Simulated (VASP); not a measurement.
# TePb (I4/mmm) in VASP: further runs

TePb is run at these levels: r2SCAN; tasks: single point.

Everything below comes from runs of VASP 6.6.1. Logs are shortened: lines on timing, memory, paths and dates and some standing lists are left out, and cuts for length are marked.

### 1 The cell of the first run

It takes space group I4/mmm (No. 139, tetragonal). Conventional cell: a = 4.335 Å, b = 4.335 Å, c = 6.293 Å, α = 90.00°, β = 90.00°, γ = 90.00°. Te (site symmetry 4/mmm) has 6 Pb at 3.07 to 3.15 Å within 4.0 Å. Pb (site symmetry 4/mmm) has 6 Te at 3.07 to 3.15 Å within 4.0 Å.

### 2 Single point, r2SCAN (strain -0.050 along x and y, -0.025 along z)

The input, POSCAR:

```
TePb
1.0
    0.0000000000      3.0656500000      3.1463250000
    3.0656500000      0.0000000000      3.1463250000
    3.0656500000      3.0656500000      0.0000000000
Te Pb
1 1
Direct
    0.5000000000      0.5000000000      0.5000000000
    0.0000000000      0.0000000000      0.0000000000
```

The input, INCAR.step1:

```
SYSTEM = TePb
  ALGO = Normal
  EDIFF = 1E-4
  ENCUT = 520
  GGA = PE
  ISMEAR = 0
  LASPH = .True.
  LCHARG = .False.
  LREAL = .False.
  LWAVE = .True.
  NBANDS = 17
  NELM = 60
  PREC = Accurate
  SIGMA = 0.05
```

The input, INCAR.step2:

```
SYSTEM = TePb
  ALGO = Normal
  EDIFF = 1E-6
  ENCUT = 520
  ISIF = 2
  ISMEAR = 0
  ISTART = 1
  LASPH = .True.
  LCHARG = .False.
  LMIXTAU = .True.
  LREAL = .False.
  LWAVE = .False.
  METAGGA = R2SCAN
  NBANDS = 17
  NELM = 60
  PREC = Accurate
  SIGMA = 0.05
```

The input, KPOINTS:

```
k-points
0
Gamma
  8 8 8
  0 0 0
```

Potentials or basis: VASP PAW PBE potentials, release 64 (Te, Pb_d).

Launch:

```
cat potpaw_PBE.64/Te/POTCAR potpaw_PBE.64/Pb_d/POTCAR > POTCAR
cp INCAR.step1 INCAR
mpirun -np 1 vasp_std > vasp.out
cp INCAR.step2 INCAR
mpirun -np 1 vasp_std > vasp.out
```

OUTCAR:

```text
SYSTEM = TePb
   EDIFF = 1E-6
   ENCUT = 520
   ISIF = 2
   ISMEAR = 0
   ISTART = 1
   LASPH = .True.
   LREAL = .False.
   METAGGA = R2SCAN
   NELM = 60
   PREC = Accurate

 ion  position               nearest neighbor table
   1  0.500  0.500  0.500-   2 3.07   2 3.07   2 3.07   2 3.07   2 3.15   2 3.15
   2  0.000  0.000  0.000-   1 3.07   1 3.07   1 3.07   1 3.07   1 3.15   1 3.15

  LATTYP: Found a body centered tetragonal cell.
 ALAT       =     4.3354838075
 C/A-ratio  =     1.4514297088

  Lattice vectors:

 A1 = (  -3.0656500000,   0.0000000000,   3.1463250000)
 A2 = (   3.0656500000,   0.0000000000,   3.1463250000)
 A3 = (   0.0000000000,   3.0656500000,  -3.1463250000)

Analysis of symmetry for initial positions (statically):
=====================================================================
 Subroutine PRICEL returns:
 Original cell was already a primitive cell.

 Routine SETGRP: Setting up the symmetry group for a
 body centered tetragonal supercell.

 Subroutine GETGRP returns: Found 16 space group operations
 (whereof 16 operations were pure point group operations)
 out of a pool of 16 trial point group operations.

The static configuration has the point symmetry D_4h.

Analysis of symmetry for dynamics (positions and initial velocities):
=====================================================================
 Subroutine PRICEL returns:
 Original cell was already a primitive cell.

 Routine SETGRP: Setting up the symmetry group for a
 body centered tetragonal supercell.

 Subroutine GETGRP returns: Found 16 space group operations
 (whereof 16 operations were pure point group operations)
 out of a pool of 16 trial point group operations.

The dynamic configuration has the point symmetry D_4h.

 Subroutine INISYM returns: Found 16 space group operations
 (whereof 16 operations are pure point group operations),
 and found     1 'primitive' translations

----------------------------------------------------------------------------------------

                                     Primitive cell

  volume of cell :      59.1396

  direct lattice vectors                    reciprocal lattice vectors
     0.000000000  3.065650000  3.146325000    -0.163097549  0.163097549  0.158915560
     3.065650000  0.000000000  3.146325000     0.163097549 -0.163097549  0.158915560
     3.065650000  3.065650000  0.000000000     0.163097549  0.163097549 -0.158915560

  length of vectors
     4.392900059  4.392900059  4.335483807     0.280099582  0.280099582  0.280099582

  position of ions in fractional coordinates (direct lattice)
     0.500000000  0.500000000  0.500000000
     0.000000000  0.000000000  0.000000000

  ion indices of the primitive-cell ions
   primitive index   ion index
                 1           1
                 2           2

----------------------------------------------------------------------------------------

 KPOINTS: k-points

Automatic generation of k-mesh.
 Grid dimensions read from file:
 generate k-points for:    8    8    8

 Generating k-lattice:

  Cartesian coordinates                     Fractional coordinates (reciprocal lattice)
    -0.020387194  0.020387194  0.019864445     0.125000000 -0.000000000  0.000000000
     0.020387194 -0.020387194  0.019864445    -0.000000000  0.125000000  0.000000000
     0.020387194  0.020387194 -0.019864445     0.000000000  0.000000000  0.125000000

  Length of vectors
     0.035012448  0.035012448  0.035012448

  Shift w.r.t. Gamma in fractional coordinates (k-lattice)
     0.000000000  0.000000000  0.000000000

 Subroutine IBZKPT returns following result:
 ===========================================

 Found     59 irreducible k-points:

 Following reciprocal coordinates:
            Coordinates               Weight
  0.000000  0.000000  0.000000      1.000000
  0.125000  0.000000  0.000000      8.000000
  0.250000  0.000000  0.000000      8.000000
  0.375000  0.000000  0.000000      8.000000
  0.500000  0.000000  0.000000      4.000000
  0.125000  0.125000  0.000000      2.000000
[... 16 lines left out ...]
  0.250000  0.000000  0.125000     16.000000
  0.375000 -0.000000  0.125000     16.000000
 [... further k-points ...]
   k-points           NKPTS =     59   k-points in BZ     NKDIM =     59   number of bands    NBANDS=     17
   number of dos      NEDOS =    301   number of ions     NIONS =      2
   total plane-waves  NPLWV =  41472
   dimension x,y,z NGX =    36 NGY =   36 NGZ =   32
   dimension x,y,z NGXF=    72 NGYF=   72 NGZF=   64
   ions per type =               1   1
   NGX,Y,Z   is equivalent  to a cutoff of  13.62, 13.62, 12.27 a.u.
   NGXF,Y,Z  is equivalent  to a cutoff of  27.25, 27.25, 24.54 a.u.
 SYSTEM =  TePb
   PREC   = accura    normal or accurate (medium, high low for compatibility)
   ISTART =      1    job   : 0-new  1-cont  2-samecut
   ICHARG =      0    charge: 1-file 2-atom 10-const
   ISPIN  =      1    spin polarized calculation?
   LNONCOLLINEAR =      F non collinear calculations
   LSORBIT =      F    spin-orbit coupling
   LASPH  =      T    aspherical Exc in radial PAW
   ENCUT  =  520.0 eV  38.22 Ry    6.18 a.u.   8.17  8.17  8.06*2*pi/ulx,y,z
   NELM   =     60;   NELMIN=  2; NELMDL=  0     # of ELM steps
   EDIFF  = 0.1E-05   stopping-criterion for ELM
   LREAL  =      F    real-space projection
   EDIFFG = 0.1E-04   stopping-criterion for IOM
   NSW    =      0    number of steps for IOM
   IBRION =     -1    ionic relax: 0-MD 1-quasi-New 2-CG
   NFREE  =      0    steps in history (QN), initial steepest desc. (CG)
   ISIF   =      2    stress and relaxation
   ISYM   =      2    0-nonsym 1-usesym 2-fastsym
   POTIM  = 0.5000    time-step for ionic-motion
   TEBEG  =    0.0;   TEEND  =   0.0 temperature during run
   PSTRESS=    0.0 pullay stress
   NELECT =      20.0000    total number of electrons
   NUPDOWN=      -1.0000    fix difference up-down
   EMIN   =  10.00;   EMAX   =-10.00  energy-range for DOS
   EFERMI =   0.00;   METHOD = LEGACY
   ISMEAR =     0;   SIGMA  =   0.05  broadening in eV -4-tet -1-fermi 0-gaus
   EFERMI_NEDOS =   21; number of points for ismear=-14 and -15
   IALGO  =     38    algorithm
   IMIX   =      4    mixing-type and parameters
     AMIX     =   0.40;   BMIX     =  1.00
     AMIX_MAG =   1.60;   BMIX_MAG =  1.00
  volume/ion in A,a.u.               =      29.57       199.55
  Fermi-wavevector in a.u.,A,eV,Ry     =   1.140579  2.155381 17.700088  1.300920
  Thomas-Fermi vector in A             =   2.277280
   LORBIT       =      0    0 simple, 1 ext, 2 COOP (PROOUT), +10 PAW based schemes
   METAGGA = R2SCAN    functional components
   LHFCALC =     F    Hartree Fock is set to
   AEXX    =    0.0000 exact exchange contribution
   IVDW    =     0    specifies the selected vdW correction
   LEPSILON=     F    determine dielectric tensor
   LRPA    =     F    only Hartree local field effects (RPA)
 non-spin polarized calculation
 Gauss-broadening in eV      SIGMA  =   0.05
  energy-cutoff  :      520.00
  volume of cell :       59.14
 maximum number of plane-waves:      1612
 NGX is ok and might be reduce to    36
   NGX = 17   NGY = 17   NGZ = 17

 number of electron      20.0000000 magnetization

 Free energy of the ion-electron system (eV)
  ---------------------------------------------------
  ext. energy  EPLUGINS =         0.00000000
  ---------------------------------------------------
  free energy    TOTEN  =       -82.39796084 eV

  energy without entropy =      -82.39796084  energy(sigma->0) =      -82.39796084

 E-fermi :   7.7080     XC(G=0): -10.4684

 val. band max:        7.4878739632   @ k =   0.5000   0.0000   0.0000
 cond. band min:       8.0612015625   @ k =   0.5000   0.0000   0.0000
 fundamental gap:      0.5733275993
 Fermi energy:         7.7080076596

 k-point     1 :       0.0000    0.0000    0.0000
  band No.  band energies     occupation
      1     -10.3015      2.00000
      2     -10.2951      2.00000
      3     -10.2714      2.00000
      4     -10.2714      2.00000
      5     -10.2692      2.00000
      6      -6.4101      2.00000
[... 9 lines left out ...]
     16      13.2596      0.00000
     17      14.6906      0.00000

 k-point     2 :       0.1250    0.0000    0.0000
  band No.  band energies     occupation
      1     -10.3047      2.00000
      2     -10.2999      2.00000
      3     -10.2708      2.00000
      4     -10.2680      2.00000
      5     -10.2657      2.00000
      6      -6.2423      2.00000
[... 9 lines left out ...]
     16      13.5852      0.00000
     17      16.0092      0.00000

 k-point     3 :       0.2500    0.0000    0.0000
  band No.  band energies     occupation
      1     -10.3140      2.00000
      2     -10.3125      2.00000
      3     -10.2702      2.00000
      4     -10.2585      2.00000
      5     -10.2550      2.00000
      6      -5.7538      2.00000
[... 9 lines left out ...]
     16      14.4463      0.00000
     17      18.3207      0.00000

 k-point     4 :       0.3750    0.0000    0.0000
  band No.  band energies     occupation
      1     -10.3256      2.00000
      2     -10.3242      2.00000
      3     -10.2700      2.00000
      4     -10.2485      2.00000
      5     -10.2432      2.00000
      6      -5.0254      2.00000
[... 9 lines left out ...]
     16      15.8463      0.00000
     17      19.2635      0.00000

 k-point     5 :       0.5000    0.0000    0.0000
  band No.  band energies     occupation
      1     -10.3311      2.00000
      2     -10.3286      2.00000
      3     -10.2700      2.00000
      4     -10.2442      2.00000
      5     -10.2382      2.00000
      6      -4.5117      2.00000
[... 9 lines left out ...]
     16      17.0374      0.00000
     17      17.4863      0.00000

 k-point     6 :       0.1250    0.1250    0.0000
  band No.  band energies     occupation
      1     -10.3159      2.00000
      2     -10.2926      2.00000
      3     -10.2716      2.00000
      4     -10.2656      2.00000
      5     -10.2656      2.00000
      6      -6.1955      2.00000
[... 9 lines left out ...]
     16      14.1807      0.00000
     17      16.0401      0.00000

 k-point     7 :       0.2500    0.1250    0.0000
  band No.  band energies     occupation
      1     -10.3309      2.00000
      2     -10.2968      2.00000
      3     -10.2715      2.00000
      4     -10.2592      2.00000
      5     -10.2567      2.00000
      6      -5.8228      2.00000
[... 9 lines left out ...]
     16      15.0644      0.00000
     17      17.4090      0.00000

 k-point     8 :       0.3750    0.1250    0.0000
  band No.  band energies     occupation
      1     -10.3416      2.00000
      2     -10.3100      2.00000
      3     -10.2681      2.00000
      4     -10.2519      2.00000
      5     -10.2466      2.00000
      6      -5.1768      2.00000
[... 9 lines left out ...]
     16      16.3065      0.00000
     17      18.9564      0.00000
[... 203 lines left out ...]
      1     -10.4170      2.00000
      2     -10.2852      2.00000
      3     -10.2807      2.00000
      4     -10.2341      2.00000
      5     -10.2318      2.00000
      6      -4.2963      2.00000
[... 9 lines left out ...]
     16      18.2695      0.00000
     17      18.8412      0.00000

 k-point    20 :      -0.3750    0.3750    0.0000
  band No.  band energies     occupation
      1     -10.3970      2.00000
      2     -10.3001      2.00000
      3     -10.2693      2.00000
      4     -10.2421      2.00000
      5     -10.2346      2.00000
      6      -4.0440      2.00000
[... 9 lines left out ...]
     16      16.9965      0.00000
     17      18.9013      0.00000

 k-point    21 :       0.5000    0.5000    0.0000
  band No.  band energies     occupation
      1     -10.4329      2.00000
      2     -10.2858      2.00000
      3     -10.2780      2.00000
      4     -10.2289      2.00000
      5     -10.2289      2.00000
      6      -4.2278      2.00000
[... 9 lines left out ...]
     16      19.4398      0.00000
     17      19.6561      0.00000

 k-point    22 :       0.1250    0.0000    0.1250
  band No.  band energies     occupation
      1     -10.3104      2.00000
      2     -10.2969      2.00000
      3     -10.2742      2.00000
      4     -10.2660      2.00000
      5     -10.2624      2.00000
      6      -6.1798      2.00000
[... 9 lines left out ...]
     16      14.2438      0.00000
     17      15.5578      0.00000

 k-point    23 :       0.2500    0.0000    0.1250
  band No.  band energies     occupation
      1     -10.3270      2.00000
      2     -10.2997      2.00000
      3     -10.2747      2.00000
      4     -10.2589      2.00000
      5     -10.2529      2.00000
      6      -5.7889      2.00000
[... 9 lines left out ...]
     16      15.1388      0.00000
     17      16.7605      0.00000

 k-point    24 :       0.3750   -0.0000    0.1250
  band No.  band energies     occupation
      1     -10.3415      2.00000
      2     -10.3104      2.00000
      3     -10.2718      2.00000
      4     -10.2517      2.00000
      5     -10.2416      2.00000
      6      -5.1249      2.00000
[... 9 lines left out ...]
     16      16.4426      0.00000
     17      18.5418      0.00000

 [... further k-points ...]
[... 5 lines left out ...]
  --------------------------------------------------------------------------------------
  -------------------------------------------------------------------------------------
  Total        4.4443222      4.4443222      2.4510690      0.0000000      0.0000000      0.0000000
  in kB      120.4030267    120.4030267     66.4029547      0.0000000      0.0000000      0.0000000
  external PRESSURE =     102.4030027 kB  Pullay stress =       0.0000000 kB

 VOLUME and BASIS-vectors are now :
 -----------------------------------------------------------------------------
  energy-cutoff  :      520.00
  volume of cell :       59.14
      direct lattice vectors                 reciprocal lattice vectors
     0.000000000  3.065650000  3.146325000    -0.163097549  0.163097549  0.158915560
     3.065650000  0.000000000  3.146325000     0.163097549 -0.163097549  0.158915560
     3.065650000  3.065650000  0.000000000     0.163097549  0.163097549 -0.158915560

 POSITION                                       TOTAL-FORCE (eV/Angst)
 -----------------------------------------------------------------------------------
      3.06565      3.06565      3.14633         0.000000     -0.000000     -0.000000
      0.00000      0.00000      0.00000        -0.000000      0.000000      0.000000
 -----------------------------------------------------------------------------------
    total drift:                               -0.000000      0.000000      0.000000

  FREE ENERGIE OF THE ION-ELECTRON SYSTEM (eV)
  ---------------------------------------------------
  free  energy   TOTEN  =       -82.3979608354 eV

  energy  without entropy=      -82.3979608354  energy(sigma->0) =      -82.39796084
```

Run time: 2.6 min. Hardware: 1 thread of Intel Xeon Platinum 8259CL at 2.50GHz (Skylake/Cascade Lake), shared host; peak memory 0.24 GiB.

What came out:

| Item | Value |
| --- | --- |
| Free energy | -82.3980 eV |
| Pressure | 10.2 GPa |
| Band gap on the k mesh | 0.57 eV, direct |

Levels at points of the mesh, in eV from the valence-band top:
| k point | band 6 | band 7 | band 8 | band 9 | band 10 | band 11 | band 12 | band 13 | band 14 | band 15 |
| --- | --- | --- | --- | --- | --- | --- | --- | --- | --- | --- |
| (0.00, 0.00, 0.00) | -13.90 | -5.33 | -2.29 | -2.29 | -2.01 | 3.89 | 4.59 | 4.59 | 5.61 | 5.77 |
| (0.50, 0.00, 0.00) | -12.00 | -9.87 | -1.65 | -1.54 | 0.00 | 0.57 | 0.90 | 0.96 | 9.02 | 9.41 |
| (0.50, 0.50, 0.00) | -11.72 | -7.68 | -5.94 | -3.91 | -3.91 | 2.92 | 6.30 | 6.30 | 7.63 | 10.75 |
| (0.50, 0.00, 0.50) | -11.46 | -7.96 | -5.99 | -4.14 | -3.82 | 2.82 | 5.79 | 6.57 | 8.04 | 10.60 |

Caveat: the cell differs from its parent crystal (strain -0.050 along x and y, -0.025 along z); the PAW data sets were made with another functional, which shifts forces and pressure a little; spin-orbit coupling is left out, which moves the levels of the heavy elements. A k mesh can miss the band edges.

(Part 1 of 2 ends here.)
